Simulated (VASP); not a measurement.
MgO:

```xyz
2
Lattice="2.5884 0.0000 0.0000 0.0000 2.5884 0.0000 0.0000 0.0000 2.5884" Properties=species:S:1:pos:R:3 pbc="T T T"
Mg    0.0000    0.0000    0.0000
O     1.2942    1.2942    1.2942
```

This cell differs from its parent crystal: volume scaled by 0.960.

Base run:

- Program: VASP 6.6.1
- Functional: r2SCAN
- Potentials or basis: VASP PAW PBE potentials, release 64 (Mg, O)
- Cutoff: 520 eV
- k mesh: 10 × 10 × 10
- Occupations: gaussian, width 0.05 eV
- Spin: no spin polarisation

Its results: band gap on the k mesh 3.85 eV, indirect (least direct gap 4.96 eV); pressure 5.6 GPa.

Task: The run is repeated on the same cell with these changes: potentials or basis from VASP PAW PBE potentials, release 64 (Mg, O) to VASP PAW PBE potentials, release 64 (Mg_sv, O); cutoff from 520 eV to 660 eV; further incar settings from ALGO = Normal; EDIFF = 1e-06; NBANDS = 11 to ALGO = Normal; EDIFF = 1e-06; NBANDS = 15; valence electrons from 8 to 16. What comes out?

Result: Band gap on the k mesh 3.93 eV, indirect (least direct gap 5.03 eV); pressure 6.7 GPa.

Caveats: the PAW data sets were made with another functional, which shifts forces and pressure a little.

A k mesh can miss the band edges.
